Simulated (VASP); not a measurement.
# CdAg5 in VASP: further runs, part 2 of 2

VASP 6.6.1.

### Step 4. Single point, PBE

The input, INCAR:

```
SYSTEM = CdAg5
  PREC = Accurate
  ENCUT = 520
  EDIFF = 1E-7
  ISMEAR = -1
  SIGMA = 0.05
  LREAL = .FALSE.
  LASPH = .TRUE.
  NELM = 60
  ALGO = Normal
  ISIF = 2
  LWAVE = .FALSE.
  LCHARG = .TRUE.
  LDIPOL = .TRUE.
  IDIPOL = 3
  DIPOL = 0.5 0.5 0.500
  GGA = PE
  LELF = .TRUE.
  LVHAR = .TRUE.
  LVACPOTAV = .TRUE.
  NBANDS = 42
```

The input, KPOINTS:

```
Automatic mesh
0
G
  14 14 1
  0 0 0
```

The input, POSCAR:

```
CdAg5
1.0
    2.9322829450      0.0000000000      0.0000000000
   -1.4661414725      2.5394315215      0.0000000000
    0.0000000000      0.0000000000     27.9710000000
Ag Cd
5 1
Direct
    0.1666666667      0.3333333333      0.2875581835
    0.5000000000      1.0000000000      0.3725977613
    0.1666666667      0.3333333333      0.5424578369
    0.5000000000      1.0000000000      0.6274022385
    0.8333333333      0.6666666667      0.7124418163
    0.8333333333      0.6666666667      0.4575421627
```

Potentials or basis: VASP PAW PBE potentials, release 64 (Ag, Cd).

Command:

```sh
$ cat potpaw_PBE.64/Ag/POTCAR potpaw_PBE.64/Cd/POTCAR > POTCAR
$ mpirun -np 1 vasp_std > vasp.out
```

OUTCAR:

```text
SYSTEM = CdAg5
   PREC = Accurate
   ENCUT = 520
   EDIFF = 1E-7
   ISMEAR = -1
   LREAL = .FALSE.
   LASPH = .TRUE.
   NELM = 60
   ISIF = 2
   GGA = PE

 ion  position               nearest neighbor table
   1  0.167  0.333  0.288-   2 2.92   2 2.92   2 2.92
   2  0.500  0.000  0.373-   6 2.92   6 2.92   6 2.92   1 2.92   1 2.92   1 2.92
   3  0.167  0.333  0.542-   6 2.92   6 2.92   6 2.92   4 2.92   4 2.92   4 2.92
   4  0.500  0.000  0.627-   3 2.92   3 2.92   3 2.92   5 2.92   5 2.92   5 2.92
   5  0.833  0.667  0.712-   4 2.92   4 2.92   4 2.92
   6  0.833  0.667  0.458-   3 2.92   3 2.92   3 2.92   2 2.92   2 2.92   2 2.92

  LATTYP: Found a hexagonal cell.
 ALAT       =     2.9322829450
 C/A-ratio  =     9.5389839673

  Lattice vectors:

 A1 = (   2.9322829450,   0.0000000000,   0.0000000000)
 A2 = (  -1.4661414725,   2.5394315215,   0.0000000000)
 A3 = (   0.0000000000,   0.0000000000,  27.9710000000)

Analysis of symmetry for initial positions (statically):
=====================================================================
 Subroutine PRICEL returns:
 Original cell was already a primitive cell.

 Routine SETGRP: Setting up the symmetry group for a
[... 188 lines left out ...]
 k-point     1 :       0.0000    0.0000    0.0000
  band No.  band energies     occupation
      1      -8.3312      2.00000
      2      -7.7313      2.00000
      3      -7.7313      2.00000
      4      -7.0342      2.00000
      5      -7.0342      2.00000
      6      -6.9061      2.00000
[... 1069 lines left out ...]
     41       6.9748      0.00000
     42       7.3265      0.00000

------------------------ aborting loop because EDIFF is reached ----------------------------------------

  FORCE on cell =-STRESS in cart. coord.  units (eV):
  Direction    XX          YY          ZZ          XY          YZ          ZX
  --------------------------------------------------------------------------------------
  -------------------------------------------------------------------------------------
  Total        1.6753943      1.6753943      1.5172018      0.0000000      0.0000000      0.0000000
  in kB       12.8877540     12.8877540     11.6708791      0.0000000      0.0000000      0.0000000
  external PRESSURE =      12.4821291 kB  Pullay stress =       0.0000000 kB

 VOLUME and BASIS-vectors are now :
 -----------------------------------------------------------------------------
  energy-cutoff  :      520.00
  volume of cell :      208.28
      direct lattice vectors                 reciprocal lattice vectors
     2.932282945  0.000000000  0.000000000     0.341031210  0.196894461  0.000000000
    -1.466141472  2.539431522  0.000000000     0.000000000  0.393788921  0.000000000
     0.000000000  0.000000000 27.971000000     0.000000000  0.000000000  0.035751314

 POSITION                                       TOTAL-FORCE (eV/Angst)
 -----------------------------------------------------------------------------------
      0.00000      0.84648      8.04329         0.000000      0.000000     -0.030514
      1.46614      0.00000     10.42193        -0.000000     -0.000000     -0.259402
      0.00000      0.84648     15.17309        -0.000000      0.000000      0.326151
      1.46614      0.00000     17.54907        -0.000000      0.000000     -0.016103
      1.46614      1.69295     19.92771        -0.000000      0.000000      0.014796
      1.46614      1.69295     12.79791         0.000000     -0.000000     -0.034928
 -----------------------------------------------------------------------------------
    total drift:                                0.000000      0.000000      0.000248

  FREE ENERGIE OF THE ION-ELECTRON SYSTEM (eV)
  ---------------------------------------------------
  free  energy   TOTEN  =       -13.6040957725 eV

  energy  without entropy=      -13.5890198603  energy(sigma->0) =      -13.59655782

 vacuum level on the upper side and lower side of the slab         6.033         6.095
```

stdout:

```text
POSCAR found type information on POSCAR AgCd
 POSCAR found :  2 types and       6 ions
 scaLAPACK will be used
 LDA part: xc-table for (Slater+PW92), standard interpolation
 POSCAR, INCAR and KPOINTS ok, starting setup
 FFT: planning ... GRIDC
 FFT: planning ... GRID_SOFT
 FFT: planning ... GRID
 WAVECAR not read
 entering main loop
 -----------------------------------------------------------------------------
|                                                                             |
|           W    W    AA    RRRRR   N    N  II  N    N   GGGG   !!!           |
|           W    W   A  A   R    R  NN   N  II  NN   N  G    G  !!!           |
|           W    W  A    A  R    R  N N  N  II  N N  N  G       !!!           |
|           W WW W  AAAAAA  RRRRR   N  N N  II  N  N N  G  GGG   !            |
|           WW  WW  A    A  R   R   N   NN  II  N   NN  G    G                |
|           W    W  A    A  R    R  N    N  II  N    N   GGGG   !!!           |
|                                                                             |
|     Did not find any points to average over, which means that no vacuum     |
|     field-free region was found. Please increase the size of  your cell     |
|     in the dimension of the dipole correction to obtain accurate            |
|     workfunction values.                                                    |
|                                                                             |
 -----------------------------------------------------------------------------
```

It took 8.2 min on 1 thread of Intel Xeon 8259CL, shared host; peak memory 0.45 GiB.

What came out:

```
Free energy            : -13.6041 eV
Largest force          : 0.326 eV/Å
Band gap on the k mesh : zero (an odd number of electrons rules out a gap without spin polarisation)
```

Forces in eV/Å, atoms in the order of the input:
```
Ag   0.000  0.000 -0.031
Ag   0.000  0.000 -0.259
Ag   0.000  0.000  0.326
Ag   0.000  0.000 -0.016
Ag   0.000  0.000  0.015
Cd   0.000  0.000 -0.035
```
